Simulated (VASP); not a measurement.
HgSe:

```
CELL_PARAMETERS angstrom
0.00000 3.02617 3.09267
3.02617 0.00000 3.09267
3.02617 3.02617 0.00000
ATOMIC_POSITIONS crystal
Hg 0.00000 0.00000 0.00000
Se 0.25000 0.25000 0.25000
```

This cell differs from its parent crystal: biaxial xy strain -2.1%.

Base run:

```yaml
Program: VASP 6.6.1
Functional: PBE
Potentials_or_basis: VASP PAW PBE potentials, release 64 (Hg, Se)
Cutoff: 500 eV
k_mesh: 8 × 8 × 8
Occupations: fermi-dirac, width 0.02 eV
Spin: no spin polarisation
```

Its results: band gap on the k mesh zero (filled and empty bands touch); pressure 4.4 GPa.

Problem. The run is repeated on the same cell with these changes: functional from PBE to r2SCAN; cutoff from 500 eV to 550 eV. What comes out?

Solution. Band gap on the k mesh zero (filled and empty bands touch); pressure 2.6 GPa.

Caveats: spin-orbit coupling is left out, which moves the levels of the heavy elements; the PAW data sets were made with another functional, which shifts forces and pressure a little (some runs).
